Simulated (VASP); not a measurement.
Wanted: the native input for a VASP 6.6.1 run.

- Task: single point
- Functional: PBE
- Potentials or basis: VASP PAW PBE potentials, release 64 (Zr_sv, C)
- Cutoff: 520 eV
- k mesh: 20 × 20 × 20
- Occupations: gaussian, width 0.1 eV
- Spin: no spin polarisation
- Dipole correction: no
- Further INCAR settings: ALGO = Normal; EDIFF = 1e-06; NBANDS = 15

The structure of ZrC lies in POSCAR:

```
ZrC
1.0
    0.0000000000      2.3776324281      2.3776324281
    2.3776324281      0.0000000000      2.3776324281
    2.3776324281      2.3776324281      0.0000000000
Zr C
1 1
Direct
    0.5000000000      0.5000000000      0.5000000000
    0.0000000000      0.0000000000      0.0000000000
```

These files were run (other wordings do the same):

INCAR

```
SYSTEM = ZrC
PREC = Accurate ; ENCUT = 520
EDIFF = 1E-6 ; ISMEAR = 0
SIGMA = 0.1 ; LREAL = .False.
LASPH = .True. ; NELM = 100
ALGO = Normal ; ISIF = 2
LWAVE = .False. ; LCHARG = .True.
GGA = PE ; LELF = .True.
LVHAR = .True. ; NBANDS = 15
```

KPOINTS

```
Automatic mesh
0
Gamma
  20 20 20
  0 0 0
```

Potentials or basis: VASP PAW PBE potentials, release 64 (Zr_sv, C).

The run is started by

```sh
$ cat potpaw_PBE.64/Zr_sv/POTCAR potpaw_PBE.64/C/POTCAR > POTCAR
$ mpirun -np 1 vasp_std > vasp.out
```

Results of the run:

```
Pressure               : -5.9 GPa
Band gap on the k mesh : zero (bands 8 and 9 overlap by 1.29 eV)
```

Caveat: the cell stands under tension.

Wall time 2 min on 1 thread of Intel(R) Xeon(R) Platinum 8259CL CPU @ 2.50GHz (Skylake/Cascade Lake), with other jobs on the host, peak memory 0.24 GiB.
